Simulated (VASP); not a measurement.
Write the native input for VASP 6.6.1 that does the following.

```
Task                   : relaxation of cell and atoms
Functional             : PBE
Potentials or basis    : VASP PAW PBE potentials, release 64 (Ti_sv, H)
Cutoff                 : 600 eV
k mesh                 : 10 × 10 × 10
Occupations            : gaussian, width 0.1 eV
Spin                   : no spin polarisation
Dipole correction      : no
Further INCAR settings : ALGO = Normal; EDIFF = 1e-06; IBRION = 2; EDIFFG = -0.01; NSW = 100; ISIF = 3
```

The structure of TiH4 lies in POSCAR:

```
TiH4
1.0
    0.0000000000      3.5070116945      3.5070116945
    3.5070116945      0.0000000000      3.5070116945
    3.5070116945      3.5070116945      0.0000000000
Ti H
2 8
Direct
    0.2500000000      0.2500000000      0.2500000000
    0.7500000000      0.7500000000      0.7500000000
    0.6049028294      0.6049028294      0.6049028294
    0.6049028294      0.6049028294      0.1852915117
    0.6049028294      0.1852915117      0.6049028294
    0.1852915117      0.6049028294      0.6049028294
    0.3950971706      0.3950971706      0.8147084883
    0.3950971706      0.3950971706      0.3950971706
    0.3950971706      0.8147084883      0.3950971706
    0.8147084883      0.3950971706      0.3950971706
```

The cell was generated, and may not be a known phase.

The input as run:

INCAR

```
PREC = Accurate
ENCUT = 600
EDIFF = 1E-6
ISMEAR = 0
SIGMA = 0.1
LREAL = False
LASPH = True
NELM = 100
ALGO = Normal
ISIF = 3
LWAVE = False
LCHARG = False
GGA = PE
IBRION = 2
NSW = 100
EDIFFG = -0.01
```

KPOINTS

```
regular mesh
0
Gamma
  10 10 10
```

Potentials or basis: VASP PAW PBE potentials, release 64 (Ti_sv, H).

Run with:

```sh
$ cat potpaw_PBE.64/Ti_sv/POTCAR potpaw_PBE.64/H/POTCAR > POTCAR
$ mpirun -np 1 vasp_std > vasp.out
```

It gave:

```
Relaxed volume                        : 8.64 Å³/atom
Relaxed cell                          : a = 4.962 Å, b = 4.962 Å, c = 4.962 Å, α = 60.00°, β = 60.00°, γ = 60.00°
Space group after relaxing (to 0.1 Å) : Fm-3m (No. 225)
Energy gained by relaxing             : 0.0 meV/atom
Ionic steps                           : 2
Pressure after relaxing               : 0.1 GPa
Band gap on the k mesh                : zero (bands 16 and 17 overlap by 0.33 eV)
```

Run time: 6.7 min on 1 thread of Intel Xeon 8259CL, with other jobs on the host, peak memory 0.29 GiB.
